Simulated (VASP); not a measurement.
Here is a VASP 6.6.1 calculation.

File INCAR:

```
SYSTEM = ZnGe2N2
  ALGO = Normal
  EDIFF = 1E-6
  EDIFFG = -0.01
  ENCUT = 600
  GGA = PE
  IBRION = 2
  ISIF = 3
  ISMEAR = 0
  LASPH = .True.
  LCHARG = .False.
  LREAL = .False.
  LWAVE = .False.
  NELM = 100
  NSW = 100
  PREC = Accurate
  SIGMA = 0.1
```

Contents of KPOINTS:

```
k-points
0
Gamma
  12 12 8
  0 0 0
```

Contents of POSCAR:

```
ZnGe2N2
1.0
    3.9811997772      0.0000000000      0.0000000000
   -1.9905998886      3.4478201446      0.0000000000
    0.0000000000      0.0000000000      5.0839754706
Zn Ge N
1 2 2
Direct
    0.3333333333      0.6666666667      0.5000000000
    0.0000000000      0.0000000000      0.0000000000
    0.0000000000      0.0000000000      0.5000000000
    0.6666666667      0.3333333333      0.5000000000
    0.3333333333      0.6666666667      0.0000000000
```

Potentials or basis: VASP PAW PBE potentials, release 64 (Zn, Ge_d, N).

Launch:

```console
$ cat potpaw_PBE.64/Zn/POTCAR potpaw_PBE.64/Ge_d/POTCAR potpaw_PBE.64/N/POTCAR > POTCAR
$ mpirun -np 1 vasp_std > vasp.out
```

Task: Estimate the space group after relaxing (to 0.1 Å).

Result: P-6m2 (No. 187).

Task: Estimate the relaxed cell.

Result: a = 3.990 Å, b = 3.990 Å, c = 5.087 Å, α = 90.00°, β = 90.00°, γ = 120.00°.

Task: Predict the relaxed volume.

Result: 14.03 Å³/atom.

Step by step:
```tsv
step	energy change (eV)	largest force (eV/Å)	pressure (GPa)	volume (Å³)
1	0.0000	0.0000	0.61	69.78
2	-0.0008	0.0000	-0.33	70.32
3	-0.0009	0.0000	-0.12	70.16
4	-0.0009	0.0000	0.15	70.12
5	-0.0009	0.0000	-0.05	70.15
6	-0.0009	0.0000	0.05	70.14
```
